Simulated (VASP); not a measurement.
Here is a VASP 6.6.1 calculation.

The input INCAR:

```
PREC = Accurate ; ENCUT = 600
EDIFF = 1E-6 ; ISMEAR = 0
SIGMA = 0.1 ; LREAL = F
LASPH = T ; NELM = 100
ALGO = Normal ; ISIF = 3
LWAVE = F ; LCHARG = F
GGA = PS ; IBRION = 2
NSW = 90 ; EDIFFG = -0.04
```

Contents of KPOINTS:

```
Automatic mesh
0
Gamma
  6 6 6
```

POSCAR

```
Ta
1.0
    0.0000000000      2.3466304297      4.9915287756
    1.5707298968      0.0000000000      4.9915287756
    1.5707298968      2.3466304297      0.0000000000
Ta
2
Direct
    0.1353615392      0.1353615392      0.8646384608
    0.8646384608      0.8646384608      0.1353615392
```

Potentials or basis: VASP PAW PBE potentials, release 64 (Ta_pv).

Launch:

```console
$ cat potpaw_PBE.64/Ta_pv/POTCAR > POTCAR
$ mpirun -np 1 vasp_std > vasp.out
```

Question: Estimate the relaxed cell.

Answer: a = 5.614 Å, b = 5.294 Å, c = 2.844 Å, α = 81.22°, β = 68.73°, γ = 30.05°.

Question: What does it give for the space group after relaxing (to 0.05 Å)?

Answer: Fmmm (No. 69).

Question: Predict the relaxed volume.

Answer: 18.50 Å³/atom.

Final structure:
```
CELL_PARAMETERS angstrom
0.00000 2.40646 5.07196
1.51602 0.00000 5.07196
1.51602 2.40646 0.00000
ATOMIC_POSITIONS crystal
Ta 0.13436 0.13436 0.86564
Ta 0.86564 0.86564 0.13436
```

Caveat: the k points lie up to 0.42 Å⁻¹ apart in the final cell; the PAW data sets were made with another functional, which shifts forces and pressure a little.
